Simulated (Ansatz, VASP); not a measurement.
**Two plane-wave programs on PbS**

INCAR

```
SYSTEM = PbS
PREC = Accurate ; ENCUT = 520
EDIFF = 1E-6 ; ISMEAR = -1
SIGMA = 0.05 ; LREAL = .False.
LASPH = .True. ; NELM = 60
ALGO = Normal ; ISIF = 2
LWAVE = .False. ; LCHARG = .True.
GGA = PE ; LELF = .True.
LVHAR = .True. ; NBANDS = 28
```

Contents of KPOINTS:

```
Automatic mesh
0
Gamma
  7 7 6
  0 0 0
```

The input POSCAR:

```
PbS
1.0
    2.0799526950     -5.9912968650      0.0000000000
    2.0799526950      5.9912968650      0.0000000000
    0.0000000000      0.0000000000      4.2793209400
Pb S
2 2
Direct
    0.1349370000      0.8803180000      0.2486010000
    0.8617060000      0.1236320000      0.7528250000
    0.3644890000      0.6648390000      0.2471520000
    0.6382040000      0.3480560000      0.7521770000
```

input.yaml

```yaml
crystal:
  lattice:
    - [2.079952695, -5.991296865, 0.0]
    - [2.079952695, 5.991296865, 0.0]
    - [0.0, 0.0, 4.27932094]
  atoms:
    - { symbol: Pb, position: [0.134937, 0.880318, 0.248601] }
    - { symbol: Pb, position: [0.861706, 0.123632, 0.752825] }
    - { symbol: S, position: [0.364489, 0.664839, 0.247152] }
    - { symbol: S, position: [0.638204, 0.348056, 0.752177] }
hamiltonian:
  xc: pbe
  pseudopotentials: { kind: paw }
kpoints:
  mp_grid: { grid: [7, 7, 6] }
scf:
  occupations: { method: fermi_dirac, width: 0.05 }
output:
  forces: true
  stress: true
  eigenvalues: true
```

Change from the starting cell: atoms moved at random, drawn with an rms of 0.05 Å.

Alike in both runs: task single point; functional PBE; k mesh 7 × 7 × 6; occupations fermi-dirac, width 0.05 eV; no spin polarisation.

```csv
,VASP,Ansatz
version,VASP 6.6.1,Ansatz 0.2.0
potentials or method,"VASP PAW PBE potentials, release 64 (Pb_d, S)",Ansatz PAW
plane-wave cutoff (eV),520,420
valence electrons in the cell,40,40
```

```tsv
	VASP	Ansatz	Ansatz less VASP
gap on the k mesh at the Fermi level (eV)	1.23	1.23	0.000
least direct gap on the mesh (eV)	1.47	1.47	-0.005
pressure (GPa)	1.1	1.2	+0.06
traceless stress, the component that is largest in VASP (GPa)	0.54	0.55	+0.014
rms of the force components (eV/Å)	0.105	0.106	+0.0002
```

Atom by atom the forces differ by 0.002 eV/Å (rms over components).

Spin-orbit coupling is off throughout. Noted on Ansatz's run: odd divisions of the mesh miss points on the zone boundary, where band edges often lie, so the gap on the mesh can be too wide.
